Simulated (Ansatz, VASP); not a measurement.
# One calculation of Sb, two programs

Contents of INCAR:

```
SYSTEM = Sb
PREC = Accurate
ENCUT = 520
EDIFF = 1E-8
ISMEAR = -1
SIGMA = 0.05
LREAL = .FALSE.
LASPH = .TRUE.
NELM = 80
ALGO = Normal
ISIF = 2
LWAVE = .FALSE.
LCHARG = .FALSE.
GGA = PS
LEFG = .TRUE.
NBANDS = 12
```

The input KPOINTS:

```
Automatic mesh
0
G
  12 12 7
  0 0 0
```

The input POSCAR:

```
Sb
1.0
    3.3690001795      0.0000000000      0.0000000000
   -1.6845000898      2.9176397408      0.0000000000
    0.0000000000      0.0000000000      5.4366000000
Sb
2
Direct
    0.3333333333      0.6666666667      0.2500000000
    0.6666666667      0.3333333333      0.7500000000
```

Input for Ansatz:

```yaml
crystal:
  lattice:
    - [3.3690001795, 0.0, 0.0]
    - [-1.6845000898, 2.9176397408, 0.0]
    - [0.0, 0.0, 5.4366]
  atoms:
    - { symbol: Sb, position: [0.3333333333, 0.6666666667, 0.25] }
    - { symbol: Sb, position: [0.6666666667, 0.3333333333, 0.75] }
kpoints:
  mp_grid: { grid: [12, 12, 7] }
scf:
  occupations: { method: fermi_dirac, width: 0.05 }
hamiltonian:
  xc: pbesol
  pseudopotentials: { kind: paw }
output:
  forces: true
  stress: true
  eigenvalues: true
  efg: { contact_densities: true }
```

Change from the starting cell: zz strain of +2 %, PAW files.

Alike in both runs: task electric field gradients; functional PBEsol; k mesh 12 × 12 × 7; occupations fermi-dirac, width 0.05 eV; no spin polarisation.

```csv
,VASP,Ansatz
version,VASP 6.6.1,Ansatz 0.2.0
potentials or method,"VASP PAW PBE potentials, release 64 (Sb)","PAW with Ansatz's default frozen-core files, scalar-relativistic"
plane-wave cutoff (eV),520,420
valence electrons in the cell,10,30
```

```tsv
	VASP	Ansatz	Ansatz less VASP
pressure (GPa)	-1.5	-1.4	+0.02
traceless stress, the component that is largest in VASP (GPa)	-0.64	-0.63	+0.007
size of Vzz on the site where it differs most (V/Å²)	21.2	22.9	+1.63
```

VASP's potentials were made for PBE, not for PBEsol. The functional is the same, so the differences come from potentials, cutoffs and numerics. VASP's potentials hold 10 valence electrons a cell and Ansatz's 30, so a difference there can come from the potentials and not from the codes.

Spin-orbit coupling is off throughout.
